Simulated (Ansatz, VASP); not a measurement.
**Hf in VASP and in Ansatz**

```
Hf
1.0
     0.00000    2.24315    2.24315
     2.24315    0.00000    2.24315
     2.24315    2.24315    0.00000
Hf
1
Direct
  0.00000 0.00000 0.00000
```

Alike in both runs: functional PBE; k mesh 16 × 16 × 16; no spin polarisation.

Ansatz relaxed the structure, and its values are those at the end. VASP's run is a single point on that final structure, the one shown.

|  | VASP | Ansatz |
| --- | --- | --- |
| version | VASP 6.6.1 | Ansatz 0.2.0 |
| potentials or method | VASP PAW PBE potentials, release 64 (Hf_pv), cutoff 500 eV | scalar-relativistic, plane waves, PAW |
| occupations | methfessel-paxton of order 1, width 0.1 eV | cold, width 0.005 eV |
| valence electrons in the cell | 10 | 26 |

|  | VASP | Ansatz | Ansatz less VASP |
| --- | --- | --- | --- |
| gap on the k mesh at the Fermi level (eV) | none | none | - |
| pressure (GPa) | -0.6 | 0.0 | +0.56 |

A gap of «none» marks a metal or a gap that the smearing closes. VASP's potentials hold 10 valence electrons a cell and Ansatz's 26, so a difference there can come from the potentials and not from the codes.

Spin-orbit coupling is off throughout.
